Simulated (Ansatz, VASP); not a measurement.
## Al2Cu: VASP beside Ansatz

The input INCAR:

```
ALGO = Fast
EDIFF = 1E-6
ENCUT = 520
GGA = PS
ISIF = 2
ISMEAR = 0
LASPH = T
LCHARG = F
LREAL = F
LWAVE = F
NBANDS = 16
NELM = 100
PREC = Accurate
SIGMA = 0.1
```

KPOINTS

```
k-points
0
Gamma
  10 10 12
```

The input POSCAR:

```
Al2Cu
1.0
    4.2645451652     -0.0007799846     -0.0410518200
   -0.0007799846      4.2645451652     -0.0410518200
   -0.0289131300     -0.0289131300      2.9955448336
Al Cu
2 1
Direct
    0.4991418450      0.0058142481      0.4985493757
   -0.0058142481      0.5008581550      0.5014506243
    0.0066724031     -0.0066724031      0.0000000000
```

Input for Ansatz:

```yaml
crystal:
  lattice:
    - [4.2645451652, -0.0007799846, -0.04105182]
    - [-0.0007799846, 4.2645451652, -0.04105182]
    - [-0.02891313, -0.02891313, 2.9955448336]
  atoms:
    - { symbol: Al, position: [0.499141845, 0.0058142481, 0.4985493757] }
    - { symbol: Al, position: [-0.0058142481, 0.500858155, 0.5014506243] }
    - { symbol: Cu, position: [0.0066724031, -0.0066724031, 0.0] }
basis:
  ecutwfc: 420
kpoints:
  mp_grid: { grid: [10, 10, 12] }
hamiltonian:
  xc: pbesol
scf:
  occupations: { method: gaussian, width: 0.1 }
output:
  forces: true
  stress: true
  eigenvalues: true
```

Alike in both runs: task single point; functional PBEsol; k mesh 10 × 10 × 12; occupations gaussian, width 0.1 eV; no spin polarisation.

```csv
,VASP,Ansatz
version,VASP 6.6.1,Ansatz 0.2.0
potentials or method,"VASP PAW PBE potentials, release 64 (Al, Cu), cutoff 520 eV","scalar-relativistic, plane waves, PAW"
valence electrons in the cell,17,25
```

```csv
,VASP,Ansatz,Ansatz less VASP
gap on the k mesh at the Fermi level (eV),none,none,-
pressure (GPa),-9.9,-9.7,+0.25
"traceless stress, the component that is largest in VASP (GPa)",-1.28,-1.25,+0.035
rms of the force components (eV/Å),0.079,0.078,-0.0006
```

VASP's potentials were made for PBE, not for PBEsol. Atom by atom the forces differ by 0.001 eV/Å (rms over components). A gap of «none» marks a metal or a gap that the smearing closes. VASP's potentials hold 17 valence electrons a cell and Ansatz's 25, so a difference there can come from the potentials and not from the codes.
